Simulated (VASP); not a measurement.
## Rh: single point with r2SCAN

Crystal: Rh.

```
Rh
1.0
     2.73098    0.00000    0.00000
    -1.36549    2.36510    0.00000
     0.00000    0.00000    4.42849
Rh
2
Direct
  0.63496 0.26991 0.68226
  0.33333 0.66667 0.25000
```

This cell differs from its parent crystal: atom 1 (Rh) moved by (-0.150, -0.300) A along y and z.

| Quantity | Value |
| --- | --- |
| Program | VASP 6.6.1 |
| Task | single point |
| Functional | r2SCAN |
| Potentials or basis | VASP PAW PBE potentials, release 64 (Rh_pv) |
| Cutoff | 520 eV |
| k mesh | 18 × 18 × 12 |
| Occupations | gaussian, width 0.15 eV |
| Spin | no spin polarisation |
| Dipole correction | no |
| Further INCAR settings | ALGO = Normal; EDIFF = 1e-07; NBANDS = 22 |

```json
{
 "Pressure": "5.3 GPa",
 "Largest force": "3.230 eV/Å",
 "Band gap on the k mesh": "zero (bands 15 and 16 overlap by 2.05 eV)"
}
```

Forces on the atoms (eV/Å):
```
Rh   0.000  0.854  3.115
Rh   0.000 -0.854 -3.115
```

Stress tensor (GPa, compression positive):
```
-1.28  0.00  0.00
 0.00  6.52  7.84
 0.00  7.84 10.55
```

Levels at points of the mesh, in eV from the Fermi level:
```csv
k point,band 12,band 13,band 14,band 15,band 16,band 17,band 18,band 19
"(0.00, 0.00, 0.00)",-3.16,-2.79,-1.83,-1.33,-0.11,0.62,1.24,7.72
"(0.50, 0.00, 0.00)",-2.14,-1.87,0.29,0.30,0.86,2.75,5.48,8.96
"(0.00, 0.50, 0.00)",-2.41,-2.13,0.07,0.41,0.87,3.51,4.71,9.93
"(0.00, 0.00, 0.50)",-3.48,-3.39,-2.19,-1.18,-0.63,0.02,0.18,12.79
"(0.50, 0.00, 0.50)",-0.85,-0.71,-0.35,0.36,0.66,2.36,3.74,8.22
"(0.00, 0.50, 0.50)",-0.78,-0.24,0.16,0.21,0.72,1.89,2.84,8.97
```

Wall time 46 min on 1 thread of Oxide Virtual Turin-like Processor, on a shared host, peak memory 0.52 GiB.

Caveat: the cell differs from its parent crystal (atom 1 (Rh) moved by (-0.150, -0.300) A along y and z); the cell stands under pressure; the PAW data sets were made with another functional, which shifts forces and pressure a little.
